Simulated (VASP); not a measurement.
Wanted: the native input for a VASP 6.6.1 run.

```
Task                   : single point
Functional             : PBE
Potentials or basis    : VASP PAW PBE potentials, release 64 (Bi_d, Pt)
Cutoff                 : 520 eV
k mesh                 : 6 × 6 × 6
Occupations            : fermi-dirac, width 0.15 eV
Spin                   : no spin polarisation
Dipole correction      : no
Further INCAR settings : ALGO = Normal; EDIFF = 1e-06; NBANDS = 30
```

The structure of BiPt3 lies in POSCAR:

```
BiPt3
1.0
    4.1155286622      0.0000000000      0.0000000000
    0.0000000000      4.1155286622      0.0000000000
    0.0000000000      0.0000000000      4.1155286622
Bi Pt
1 3
Direct
    0.0000000000      0.0000000000      0.0000000000
    0.0000000000      0.5000000000      0.5000000000
    0.5000000000      0.0000000000      0.5000000000
    0.5000000000      0.5000000000      0.0000000000
```

These files were run (other wordings do the same):

INCAR

```
SYSTEM = BiPt3
ALGO     = Normal         ! electronic algorithm
EDIFF    = 1E-6           ! SCF threshold, eV
ENCUT    = 520            ! plane-wave cutoff, eV
GGA      = PE             ! functional
ISIF     = 2              ! what is computed and relaxed
ISMEAR   = -1             ! smearing method
LASPH    = .TRUE.         ! aspherical terms in the spheres
LCHARG   = .FALSE.        ! write CHGCAR
LREAL    = .FALSE.        ! projectors in reciprocal space
LWAVE    = .FALSE.        ! write WAVECAR
NBANDS   = 30             ! bands
NELM     = 80             ! most SCF steps
PREC     = Accurate       ! precision mode
SIGMA    = 0.15           ! smearing width, eV
```

KPOINTS

```
k-points
0
G
  6 6 6
  0 0 0
```

Potentials or basis: VASP PAW PBE potentials, release 64 (Bi_d, Pt).

Command:

```sh
$ cat potpaw_PBE.64/Bi_d/POTCAR potpaw_PBE.64/Pt/POTCAR > POTCAR
$ mpirun -np 1 vasp_std > vasp.out
```

It gave:

| Item | Value |
| --- | --- |
| Pressure | 8.1 GPa |

It used 56 s of CPU time on 1 thread of AMD EPYC 7R13 Processor (Zen 3) (shared host).
